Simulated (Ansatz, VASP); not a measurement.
## InSb: VASP beside Ansatz

Contents of INCAR:

```
SYSTEM = InSb
PREC     = Accurate       ! precision mode
ENCUT    = 520            ! plane-wave cutoff, eV
EDIFF    = 1E-6           ! SCF threshold, eV
ISMEAR   = 0              ! smearing method
SIGMA    = 0.15           ! smearing width, eV
LREAL    = .False.        ! projectors in reciprocal space
LASPH    = .True.         ! aspherical terms in the spheres
NELM     = 80             ! most SCF steps
ALGO     = Normal         ! electronic algorithm
ISIF     = 2              ! what is computed and relaxed
LWAVE    = .False.        ! write WAVECAR
LCHARG   = .True.         ! write CHGCAR
GGA      = PE             ! functional
LELF     = .True.         ! ELF
LVHAR    = .True.       
NBANDS   = 16             ! bands
```

File KPOINTS:

```
Automatic mesh
0
Gamma
  12 12 12
  0 0 0
```

POSCAR

```
InSb
1.0
    0.0000000000      3.2391000000      3.1419270000
    3.2391000000      0.0000000000      3.1419270000
    3.2391000000      3.2391000000      0.0000000000
In Sb
1 1
Direct
    0.0000000000      0.0000000000      0.0000000000
    0.7500000000      0.7500000000      0.7500000000
```

Input for Ansatz:

```yaml
crystal:
  lattice:
    - [0.0, 3.2391, 3.141927]
    - [3.2391, 0.0, 3.141927]
    - [3.2391, 3.2391, 0.0]
  atoms:
    - { symbol: In, position: [0.0, 0.0, 0.0] }
    - { symbol: Sb, position: [0.75, 0.75, 0.75] }
basis:
  ecutwfc: 420
kpoints:
  mp_grid: { grid: [12, 12, 12] }
hamiltonian:
  xc: pbe
scf:
  occupations: { method: gaussian, width: 0.15 }
output:
  forces: true
  stress: true
  eigenvalues: true
```

Change from the starting cell: strain -0.0300 x Voigt [0, 0, 1, 0, 0, 0], atoms carried along.

Alike in both runs: task single point; functional PBE; k mesh 12 × 12 × 12; occupations gaussian, width 0.15 eV; no spin polarisation.

|  | VASP | Ansatz |
| --- | --- | --- |
| version | VASP 6.6.1 | Ansatz 0.2.0 |
| potentials or method | VASP PAW PBE potentials, release 64 (In_d, Sb), cutoff 520 eV | scalar-relativistic, plane waves, PAW |
| valence electrons in the cell | 18 | 28 |

|  | VASP | Ansatz | Ansatz less VASP |
| --- | --- | --- | --- |
| gap on the k mesh at the Fermi level (eV) | none | none | - |
| pressure (GPa) | 4.8 | 4.8 | +0.03 |
| traceless stress, the component that is largest in VASP (GPa) | 0.47 | 0.47 | -0.002 |

A gap of «none» marks a metal or a gap that the smearing closes. VASP's potentials hold 18 valence electrons a cell and Ansatz's 28, so a difference there can come from the potentials and not from the codes.

Neither program's run includes spin-orbit coupling.
